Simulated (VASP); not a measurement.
# As (P6_3/mmc) in VASP: notebook, part 2 of 3

VASP 6.6.1. Earlier steps stand in the parts before.

### 3 Single point, PBE

Input file INCAR:

```
SYSTEM = As
PREC     = Accurate       ! precision mode
ENCUT    = 520            ! plane-wave cutoff, eV
EDIFF    = 1E-6           ! SCF threshold, eV
ISMEAR   = -1             ! smearing method
SIGMA    = 0.1            ! smearing width, eV
LREAL    = .False.        ! projectors in reciprocal space
LASPH    = .True.         ! aspherical terms in the spheres
NELM     = 60             ! most SCF steps
ALGO     = Normal         ! electronic algorithm
ISIF     = 2              ! what is computed and relaxed
LWAVE    = .False.        ! write WAVECAR
LCHARG   = .False.        ! write CHGCAR
GGA      = PE             ! functional
NBANDS   = 12             ! bands
```

Input file KPOINTS:

```
regular mesh
0
Gamma
  19 19 11
  0 0 0
```

Input file POSCAR:

```
As
1.0
    2.2926850769      0.0000000000      0.0000000000
   -1.1463425385      1.9855235195      0.0000000000
    0.0000000000      0.0000000000      3.6490775153
As
2
Direct
    0.3333333333      0.6666666667      0.2500000000
    0.6666666667      0.3333333333      0.7500000000
```

Potentials or basis: VASP PAW PBE potentials, release 64 (As).

Started as:

```
$ cat potpaw_PBE.64/As/POTCAR > POTCAR
$ mpirun -np 1 vasp_std > vasp.out
```

OUTCAR:

```text
SYSTEM = As
   PREC = Accurate
   ENCUT = 520
   EDIFF = 1E-6
   ISMEAR = -1
   LREAL = .False.
   LASPH = .True.
   NELM = 60
   ISIF = 2
   GGA = PE

 ion  position               nearest neighbor table
   1  0.333  0.667  0.250-   2 2.25   2 2.25   2 2.25   2 2.25   2 2.25   2 2.25
   2  0.667  0.333  0.750-   1 2.25   1 2.25   1 2.25   1 2.25   1 2.25   1 2.25

  LATTYP: Found a hexagonal cell.
 ALAT       =     2.2926850769
 C/A-ratio  =     1.5916174236

  Lattice vectors:

 A1 = (   2.2926850769,   0.0000000000,   0.0000000000)
 A2 = (  -1.1463425385,   1.9855235195,   0.0000000000)
 A3 = (   0.0000000000,   0.0000000000,   3.6490775153)

Analysis of symmetry for initial positions (statically):
=====================================================================
 Subroutine PRICEL returns:
 Original cell was already a primitive cell.

 Routine SETGRP: Setting up the symmetry group for a
 hexagonal supercell.

 Subroutine GETGRP returns: Found 24 space group operations
 (whereof 12 operations were pure point group operations)
 out of a pool of 24 trial point group operations.

The static configuration has the point symmetry D_3d.
 The point group associated with its full space group is D_6h.

Analysis of symmetry for dynamics (positions and initial velocities):
=====================================================================
 Subroutine PRICEL returns:
 Original cell was already a primitive cell.

 Routine SETGRP: Setting up the symmetry group for a
 hexagonal supercell.

 Subroutine GETGRP returns: Found 24 space group operations
 (whereof 12 operations were pure point group operations)
 out of a pool of 24 trial point group operations.

The dynamic configuration has the point symmetry D_3d.
 The point group associated with its full space group is D_6h.

 Subroutine INISYM returns: Found 24 space group operations
 (whereof 12 operations are pure point group operations),
 and found     1 'primitive' translations

----------------------------------------------------------------------------------------

                                     Primitive cell

  volume of cell :      16.6113

  direct lattice vectors                    reciprocal lattice vectors
     2.292685077  0.000000000  0.000000000     0.436169804  0.251822754  0.000000000
    -1.146342538  1.985523520  0.000000000     0.000000000  0.503645507  0.000000000
     0.000000000  0.000000000  3.649077515     0.000000000  0.000000000  0.274041863

  length of vectors
     2.292685077  2.292685077  3.649077515     0.503645507  0.503645507  0.274041863

  position of ions in fractional coordinates (direct lattice)
     0.333333333  0.666666667  0.250000000
     0.666666667  0.333333333  0.750000000

  ion indices of the primitive-cell ions
   primitive index   ion index
                 1           1
                 2           2

----------------------------------------------------------------------------------------

 KPOINTS: regular mesh

Automatic generation of k-mesh.
 Grid dimensions read from file:
 generate k-points for:   19   19   11

 Generating k-lattice:

  Cartesian coordinates                     Fractional coordinates (reciprocal lattice)
     0.022956305  0.013253829  0.000000000     0.052631579  0.000000000  0.000000000
     0.000000000  0.026507658  0.000000000     0.000000000  0.052631579  0.000000000
     0.000000000  0.000000000  0.024912897     0.000000000  0.000000000  0.090909091

  Length of vectors
     0.026507658  0.026507658  0.024912897

  Shift w.r.t. Gamma in fractional coordinates (k-lattice)
     0.000000000  0.000000000  0.000000000

 Subroutine IBZKPT returns following result:
 ===========================================

 Found    240 irreducible k-points:

 Following reciprocal coordinates:
            Coordinates               Weight
  0.000000  0.000000  0.000000      1.000000
  0.052632  0.000000  0.000000      6.000000
  0.105263  0.000000  0.000000      6.000000
  0.157895  0.000000  0.000000      6.000000
  0.210526  0.000000  0.000000      6.000000
  0.263158 -0.000000  0.000000      6.000000
[... 16 lines left out ...]
  0.263158  0.105263  0.000000     12.000000
  0.315789  0.105263  0.000000     12.000000
 [... further k-points ...]
   k-points           NKPTS =    240   k-points in BZ     NKDIM =    240   number of bands    NBANDS=     12
   number of dos      NEDOS =    301   number of ions     NIONS =      2
   total plane-waves  NPLWV =   9072
   dimension x,y,z NGX =    18 NGY =   18 NGZ =   28
   dimension x,y,z NGXF=    36 NGYF=   36 NGZF=   56
   ions per type =               2
   NGX,Y,Z   is equivalent  to a cutoff of  13.05, 13.05, 12.76 a.u.
   NGXF,Y,Z  is equivalent  to a cutoff of  26.10, 26.10, 25.51 a.u.
 SYSTEM =  As
   PREC   = accura    normal or accurate (medium, high low for compatibility)
   ISTART =      0    job   : 0-new  1-cont  2-samecut
   ICHARG =      2    charge: 1-file 2-atom 10-const
   ISPIN  =      1    spin polarized calculation?
   LNONCOLLINEAR =      F non collinear calculations
   LSORBIT =      F    spin-orbit coupling
   LASPH  =      T    aspherical Exc in radial PAW
   ENCUT  =  520.0 eV  38.22 Ry    6.18 a.u.   4.26  4.26  6.78*2*pi/ulx,y,z
   NELM   =     60;   NELMIN=  2; NELMDL= -5     # of ELM steps
   EDIFF  = 0.1E-05   stopping-criterion for ELM
   LREAL  =      F    real-space projection
   EDIFFG = 0.1E-04   stopping-criterion for IOM
   NSW    =      0    number of steps for IOM
   IBRION =     -1    ionic relax: 0-MD 1-quasi-New 2-CG
   NFREE  =      0    steps in history (QN), initial steepest desc. (CG)
   ISIF   =      2    stress and relaxation
   ISYM   =      2    0-nonsym 1-usesym 2-fastsym
   POTIM  = 0.5000    time-step for ionic-motion
   TEBEG  =    0.0;   TEEND  =   0.0 temperature during run
   PSTRESS=    0.0 pullay stress
   NELECT =      10.0000    total number of electrons
   NUPDOWN=      -1.0000    fix difference up-down
   EMIN   =  10.00;   EMAX   =-10.00  energy-range for DOS
   EFERMI =   0.00;   METHOD = LEGACY
   ISMEAR =    -1;   SIGMA  =   0.10  broadening in eV -4-tet -1-fermi 0-gaus
   EFERMI_NEDOS =   21; number of points for ismear=-14 and -15
   IALGO  =     38    algorithm
   IMIX   =      4    mixing-type and parameters
     AMIX     =   0.40;   BMIX     =  1.00
     AMIX_MAG =   1.60;   BMIX_MAG =  1.00
  volume/ion in A,a.u.               =       8.31        56.05
  Fermi-wavevector in a.u.,A,eV,Ry     =   1.382316  2.612198 25.997977  1.910797
  Thomas-Fermi vector in A             =   2.507019
   LORBIT       =      0    0 simple, 1 ext, 2 COOP (PROOUT), +10 PAW based schemes
   GGA     = PE    functional components
[... 5 lines left out ...]
 non-spin polarized calculation
  energy-cutoff  :      520.00
  volume of cell :       16.61
 maximum number of plane-waves:       469
 NGX is ok and might be reduce to    18
   NGX =  9   NGY =  9   NGZ = 13

 number of electron      10.0000000 magnetization

 number of electron       9.9999997 magnetization

 Free energy of the ion-electron system (eV)
  ---------------------------------------------------
  ext. energy  EPLUGINS =         0.00000000
  ---------------------------------------------------
  free energy    TOTEN  =         5.29263521 eV

  energy without entropy =        5.31284425  energy(sigma->0) =        5.30273973

 E-fermi :  20.4361     XC(G=0): -14.7778

 val. band max:       20.4291217963   @ k =   0.3158   0.0526   0.0000
 cond. band min:      20.4469289110   @ k =   0.1579   0.1579   0.4545
 fundamental gap:      0.0178071146
 Fermi energy:        20.4360882745

 k-point     1 :       0.0000    0.0000    0.0000
  band No.  band energies     occupation
      1      -6.3125      2.00000
      2       4.9417      2.00000
      3       6.0873      2.00000
      4      29.6033      0.00000
      5      29.6033      0.00000
      6      32.2293      0.00000
      7      32.2293      0.00000
      8      33.9963      0.00000
      9      35.4606      0.00000
     10      37.3785      0.00000
     11      39.6974      0.00000
     12      40.7799      0.00000
[... 331 lines left out ...]
 k-point    24 :       0.3158    0.1053    0.0000
  band No.  band energies     occupation
      1      -0.6016      2.00000
      2       9.5975      2.00000
      3      10.8832      2.00000
      4      11.5883      2.00000
      5      17.7997      2.00000
      6      21.4130      0.00011
      7      21.5432      0.00003
      8      28.7170      0.00000
      9      29.5788      0.00000
     10      30.6066      0.00000
     11      40.3427      0.00000
     12      40.8468      0.00000

 [... further k-points ...]
[... 5 lines left out ...]
  --------------------------------------------------------------------------------------
  -------------------------------------------------------------------------------------
  Total       44.5465701     44.5465701     44.5609578     -0.0000000      0.0000000      0.0000000
  in kB     4296.5742768   4296.5742769   4297.9619927     -0.0000001      0.0000000      0.0000000
  external PRESSURE =    4297.0368488 kB  Pullay stress =       0.0000000 kB

 VOLUME and BASIS-vectors are now :
 -----------------------------------------------------------------------------
  energy-cutoff  :      520.00
  volume of cell :       16.61
      direct lattice vectors                 reciprocal lattice vectors
     2.292685077  0.000000000  0.000000000     0.436169804  0.251822754  0.000000000
    -1.146342538  1.985523520  0.000000000     0.000000000  0.503645507  0.000000000
     0.000000000  0.000000000  3.649077515     0.000000000  0.000000000  0.274041863

 POSITION                                       TOTAL-FORCE (eV/Angst)
 -----------------------------------------------------------------------------------
     -0.00000      1.32368      0.91227        -0.000000     -0.000000      0.000000
      1.14634      0.66184      2.73681         0.000000      0.000000      0.000000
 -----------------------------------------------------------------------------------
    total drift:                               -0.000000      0.000000     -0.000000

  FREE ENERGIE OF THE ION-ELECTRON SYSTEM (eV)
  ---------------------------------------------------
  free  energy   TOTEN  =         5.2926352119 eV

  energy  without entropy=        5.3128442501  energy(sigma->0) =        5.30273973
```

It took 44 s on 1 thread of AMD EPYC 7R43 (Zen 3), shared host; peak memory 0.12 GiB.

What came out:

```yaml
Free_energy: 5.2926 eV
Pressure: 429.7 GPa
Band_gap_on_the_k_mesh: zero (band 5 reaches 31.85 eV, above the bottom of band 6 at 11.71 eV)
```

Stress tensor (GPa, compression positive):
```
429.66   0.00   0.00
  0.00 429.66   0.00
  0.00   0.00 429.80
```

Levels at points of the mesh, in eV from the Fermi level:
```
           k point  band 3  band 4  band 5  band 6  band 7  band 8
(0.00, 0.00, 0.00)  -14.35    9.17    9.17   11.79   11.79   13.56
```

(Part 2 of 3 ends here.)
